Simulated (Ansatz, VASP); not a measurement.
**Two plane-wave programs on CsH**

POSCAR

```
CsH
1.0
   -0.1195500000      3.1880000000      3.1880000000
    3.1880000000     -0.1195500000      3.1880000000
    3.0684500000      3.0684500000      0.0000000000
Cs H
1 1
Direct
    0.0000000000      0.0000000000      0.0000000000
    0.5000000000      0.5000000000      0.5000000000
```

INCAR.step1

```
PREC = Accurate
ENCUT = 520
ISMEAR = 0
SIGMA = 0.05
LREAL = False
LASPH = True
NELM = 60
NBANDS = 12
GGA = PE
ALGO = Normal
EDIFF = 1E-4
LWAVE = True
LCHARG = False
```

File INCAR.step2:

```
PREC = Accurate
ENCUT = 520
EDIFF = 1E-6
ISMEAR = 0
SIGMA = 0.05
LREAL = False
LASPH = True
NELM = 60
ALGO = Normal
ISIF = 2
LWAVE = False
LCHARG = True
METAGGA = R2SCAN
LMIXTAU = True
LELF = True
LVHAR = True
NBANDS = 12
ISTART = 1
```

KPOINTS

```
Automatic mesh
0
Gamma
  6 6 6
```

Input for Ansatz:

```yaml
crystal:
  lattice:
    - [-0.11955, 3.188, 3.188]
    - [3.188, -0.11955, 3.188]
    - [3.06845, 3.06845, 0.0]
  atoms:
    - { symbol: Cs, position: [0.0, 0.0, 0.0] }
    - { symbol: H, position: [0.5, 0.5, 0.5] }
basis:
  ecutwfc: 500
kpoints:
  mp_grid: { grid: [6, 6, 6] }
hamiltonian:
  xc: r2scan
scf:
  occupations: { method: gaussian, width: 0.05 }
output:
  forces: true
  stress: true
  eigenvalues: true
  write_density: true
  write_potential: true
  elf: true
  volumetric_format: npy
```

Change from the starting cell: strain -0.0750 x Voigt [0, 0, 0, 0, 0, 1], atoms carried along.

Alike in both runs: task single point; functional r2SCAN; k mesh 6 × 6 × 6; occupations gaussian, width 0.05 eV; no spin polarisation.

|  | VASP | Ansatz |
| --- | --- | --- |
| version | VASP 6.6.1 | Ansatz 0.2.0 |
| potentials or method | VASP PAW PBE potentials, release 64 (Cs_sv, H), cutoff 520 eV | scalar-relativistic, plane waves, PAW |
| valence electrons in the cell | 10 | 10 |

```tsv
	VASP	Ansatz	Ansatz less VASP
gap on the k mesh at the Fermi level (eV)	2.64	2.66	+0.019
least direct gap on the mesh (eV)	2.65	2.67	+0.018
pressure (GPa)	0.0	0.0	-0.03
traceless stress, the component that is largest in VASP (GPa)	0.36	0.36	-0.001
```

VASP's potentials were made for PBE, not for r2SCAN. With one functional, cell and mesh, what is left measures potentials, basis and numerics.

Neither program's run includes spin-orbit coupling.
